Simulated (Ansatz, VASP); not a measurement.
**One calculation of SiC, two programs**

The input POSCAR:

```
SiC
1.0
    0.0000000000      2.1790000000      2.1790000000
    2.1790000000      0.0000000000      2.1790000000
    2.1790000000      2.1790000000      0.0000000000
Si C
1 1
Direct
    0.0000000000      0.0000000000      0.0000000000
    0.2500000000      0.2500000000      0.2500000000
```

The input INCAR.step1:

```
SYSTEM = SiC
  PREC = Accurate
  ENCUT = 520
  ISMEAR = 0
  SIGMA = 0.01
  LREAL = .FALSE.
  LASPH = .TRUE.
  NELM = 80
  NBANDS = 11
  GGA = PE
  ALGO = Normal
  EDIFF = 1E-4
  LWAVE = .TRUE.
  LCHARG = .FALSE.
```

INCAR.step2

```
SYSTEM = SiC
  PREC = Accurate
  ENCUT = 520
  EDIFF = 1E-7
  ISMEAR = 0
  SIGMA = 0.01
  LREAL = .FALSE.
  LASPH = .TRUE.
  NELM = 80
  ALGO = Normal
  ISIF = 2
  LWAVE = .FALSE.
  LCHARG = .FALSE.
  METAGGA = R2SCAN
  LMIXTAU = .TRUE.
  NBANDS = 11
  ISTART = 1
```

Contents of KPOINTS:

```
regular mesh
0
G
  10 10 10
  0 0 0
```

Input for Ansatz:

```yaml
crystal:
  lattice:
    - [0.0, 2.179, 2.179]
    - [2.179, 0.0, 2.179]
    - [2.179, 2.179, 0.0]
  atoms:
    - { symbol: Si, position: [0.0, 0.0, 0.0] }
    - { symbol: C, position: [0.25, 0.25, 0.25] }
basis:
  ecutwfc: 500.0
kpoints:
  mp_grid:
    grid: [10, 10, 10]
hamiltonian:
  xc: r2scan
  pseudopotentials:
    kind: paw
scf:
  occupations:
    method: fixed
output:
  forces: true
  stress: true
```

Alike in both runs: task single point; functional r2SCAN; k mesh 10 × 10 × 10; no spin polarisation.

```csv
,VASP,Ansatz
version,VASP 6.6.1,Ansatz 0.2.0
potentials or method,"VASP PAW PBE potentials, release 64 (Si, C), cutoff 520 eV","plane waves, PAW"
occupations,"gaussian, width 0.01 eV",fixed
valence electrons in the cell,8,8
```

|  | VASP | Ansatz | Ansatz less VASP |
| --- | --- | --- | --- |
| pressure (GPa) | -0.4 | -0.3 | +0.18 |

VASP's potentials were made for PBE, not for r2SCAN.
